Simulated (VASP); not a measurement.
Set up this calculation in VASP 6.6.1, as the native input.

```
Task                   : single point
Functional             : PBE
Potentials or basis    : VASP PAW PBE potentials, release 64 (Cu, Pd, F)
Cutoff                 : 520 eV
k mesh                 : 6 × 6 × 6
Occupations            : gaussian, width 0.1 eV
Spin                   : collinear spin
Starting moments       : [1.0, 0.0, 0.0, 0.0] μB
Dipole correction      : no
Further INCAR settings : ALGO = Normal; EDIFF = 1e-07; NBANDS = 31
```

The structure of CuPd2F lies in POSCAR:

```
CuPd2F
1.0
   -2.4259824992      2.4259824992      2.6454170112
    2.4259824992     -2.4259824992      2.6454170112
    2.4259824992      2.4259824992     -2.6454170112
Cu Pd F
1 2 1
Direct
    0.0000000000      0.0000000000      0.0000000000
    0.5000000000      0.0000000000      0.5000000000
    0.0000000000      0.5000000000      0.5000000000
    0.5000000000      0.5000000000      0.0000000000
```

The cell was generated, and may not be a known phase.

The input as run:

INCAR

```
SYSTEM = CuPd2F
ALGO = Normal
EDIFF = 1E-7
ENCUT = 520
GGA = PE
ISIF = 2
ISMEAR = 0
ISPIN = 2
LASPH = .True.
LCHARG = .False.
LMAXMIX = 4
LORBIT = 11
LREAL = .False.
LWAVE = .False.
MAGMOM = 1 0 0 0
NBANDS = 31
NELM = 150
PREC = Accurate
SIGMA = 0.1
```

KPOINTS

```
k-points
0
Gamma
  6 6 6
  0 0 0
```

Potentials or basis: VASP PAW PBE potentials, release 64 (Cu, Pd, F).

The run is started by

```console
$ cat potpaw_PBE.64/Cu/POTCAR potpaw_PBE.64/Pd/POTCAR potpaw_PBE.64/F/POTCAR > POTCAR
$ mpirun -np 1 vasp_std > vasp.out
```

It gave:

| Quantity | Value |
| --- | --- |
| Pressure | -0.1 GPa |
| Band gap on the k mesh | zero (filled and empty bands overlap) |
| Net moment | 0.00 μB per cell |
| Valence electrons inside the program's atomic spheres | Cu 9.93; Pd 9.23; F 5.97 |

Run time: 76 s on 1 thread of AMD EPYC 9R45 96-Core Processor (Zen 5), on a shared host, peak memory 0.23 GiB.
